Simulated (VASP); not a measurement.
A run of VASP 6.6.1:

File INCAR:

```
SYSTEM = ZrTa3N4
PREC     = Accurate       ! precision mode
ENCUT    = 520            ! plane-wave cutoff, eV
EDIFF    = 1E-6           ! SCF threshold, eV
ISMEAR   = 0              ! smearing method
SIGMA    = 0.1            ! smearing width, eV
LREAL    = .FALSE.        ! projectors in reciprocal space
LASPH    = .TRUE.         ! aspherical terms in the spheres
NELM     = 60             ! most SCF steps
ALGO     = Normal         ! electronic algorithm
ISIF     = 2              ! what is computed and relaxed
LWAVE    = .FALSE.        ! write WAVECAR
LCHARG   = .TRUE.         ! write CHGCAR
GGA      = PE             ! functional
LELF     = .TRUE.         ! ELF
LVHAR    = .TRUE.       
NBANDS   = 42             ! bands
```

KPOINTS

```
regular mesh
0
G
  12 12 4
  0 0 0
```

File POSCAR:

```
ZrTa3N4
1.0
    2.9873676099      0.0000000000      0.0000000000
   -1.4936838050      2.5871362406      0.0000000000
    0.0000000000      0.0000000000     11.6370042716
Zr Ta N
1 3 4
Direct
    0.0000000000      0.0000000000      0.0000000000
    0.0000000000      0.0000000000      0.5000000000
    0.0000000000      0.0000000000      0.7481009691
    0.0000000000      0.0000000000      0.2518990309
    0.3333333333      0.6666666667      0.6231961211
    0.3333333333      0.6666666667      0.3768038789
    0.3333333333      0.6666666667      0.8661173632
    0.3333333333      0.6666666667      0.1338826368
```

Potentials or basis: VASP PAW PBE potentials, release 64 (Zr_sv, Ta_pv, N).

Command:

```bash
$ cat potpaw_PBE.64/Zr_sv/POTCAR potpaw_PBE.64/Ta_pv/POTCAR potpaw_PBE.64/N/POTCAR > POTCAR
$ mpirun -np 1 vasp_std > vasp.out
```

Hardware: 1 thread of Intel(R) Xeon(R) Platinum 8259CL CPU @ 2.50GHz (Skylake/Cascade Lake), with other jobs on the host.

How long does it take, and how much memory?

Run time: 4.7 min on 1 thread of Intel(R) Xeon(R) Platinum 8259CL CPU @ 2.50GHz (Skylake/Cascade Lake) (shared host), peak memory 0.34 GiB. Counts: scf iterations 17, k points 57.
